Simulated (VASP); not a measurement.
Here is a VASP 6.6.1 calculation.

File INCAR:

```
SYSTEM = AlN
PREC = Accurate
ENCUT = 520
EDIFF = 1E-8
ISMEAR = -1
SIGMA = 0.02
LREAL = .FALSE.
LASPH = .TRUE.
NELM = 60
ALGO = Normal
ISIF = 2
LWAVE = .FALSE.
LCHARG = .FALSE.
GGA = PS
LEFG = .TRUE.
NBANDS = 16
```

The input KPOINTS:

```
Automatic mesh
0
G
  11 11 6
  0 0 0
```

File POSCAR:

```
AlN
1.0
    3.1213377828      0.0000000000      0.0000000000
   -1.5606688914      2.7031578137      0.0000000000
    0.0000000000      0.0000000000      4.9945383275
Al N
2 2
Direct
    0.3333333333      0.6666666667      0.0000000000
    0.6666666667      0.3333333333      0.5000000000
    0.3333333333      0.6666666667      0.3850000000
    0.6666666667      0.3333333333      0.8850000000
```

Potentials or basis: VASP PAW PBE potentials, release 64 (Al, N).

The run is started by

```sh
$ cat potpaw_PBE.64/Al/POTCAR potpaw_PBE.64/N/POTCAR > POTCAR
$ mpirun -np 1 vasp_std > vasp.out
```

Q: What does it give for the band gap on the k mesh?

A: 4.00 eV.

Q: What does it give for the largest force?

A: 0.177 eV/Å.

Q: Estimate the pressure.

A: -1.5 GPa.

Forces in eV/Å, atoms in the order of the input:
```
Al   0.000  0.000  0.177
Al   0.000  0.000  0.177
N    0.000  0.000 -0.177
N    0.000  0.000 -0.177
```

Caveat: without QUAD_EFG the Cq values of the log hold for a quadrupole moment of 1 mb, not for the nuclei; the PAW data sets were made with another functional, which shifts forces and pressure a little; an odd mesh through Γ misses points on the zone boundary, where band edges can lie.
